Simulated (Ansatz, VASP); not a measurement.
# Two plane-wave programs on Pt

Contents of INCAR:

```
SYSTEM = Pt
PREC = Accurate
ENCUT = 520
EDIFF = 1E-6
ISMEAR = 0
SIGMA = 0.15
LREAL = .False.
LASPH = .True.
NELM = 100
ALGO = Fast
ISIF = 2
LWAVE = .False.
LCHARG = .True.
LELF = .True.
LVHAR = .True.
NBANDS = 11
```

KPOINTS

```
regular mesh
0
Gamma
  22 22 22
  0 0 0
```

Contents of POSCAR:

```
Pt
1.0
    0.0000000000      2.1312800855      1.7706674950
    2.1312800855      0.0000000000      1.7706674950
    2.1312800855      2.1312800855      0.0000000000
Pt
1
Direct
    0.0000000000      0.0000000000      0.0000000000
```

Input for Ansatz:

```yaml
crystal:
  lattice:
    - [0.0, 2.1312800855, 1.770667495]
    - [2.1312800855, 0.0, 1.770667495]
    - [2.1312800855, 2.1312800855, 0.0]
  atoms:
    - { symbol: Pt, position: [0.0, 0.0, 0.0] }
basis:
  ecutwfc: 420
kpoints:
  mp_grid: { grid: [22, 22, 22] }
hamiltonian:
  xc: lda
scf:
  occupations: { method: gaussian, width: 0.15 }
output:
  forces: true
  stress: true
  eigenvalues: true
```

Alike in both runs: task single point; functional LDA; k mesh 22 × 22 × 22; occupations gaussian, width 0.15 eV; no spin polarisation.

```csv
,VASP,Ansatz
version,VASP 6.6.1,Ansatz 0.2.0
potentials or method,"VASP PAW LDA potentials, release 64 (Pt), cutoff 520 eV","scalar-relativistic, plane waves, PAW"
valence electrons in the cell,10,18
```

|  | VASP | Ansatz | Ansatz less VASP |
| --- | --- | --- | --- |
| gap on the k mesh at the Fermi level (eV) | none | none | - |
| pressure (GPa) | -18.8 | -19.3 | -0.53 |
| traceless stress, the component that is largest in VASP (GPa) | 4.11 | 4.10 | -0.013 |

LDA's correlation is that of Perdew and Zunger in VASP and of Perdew and Wang (1992) in Ansatz. A gap of «none» marks a metal or a gap that the smearing closes. VASP's potentials hold 10 valence electrons a cell and Ansatz's 18, so a difference there can come from the potentials and not from the codes.

Neither program's run includes spin-orbit coupling.
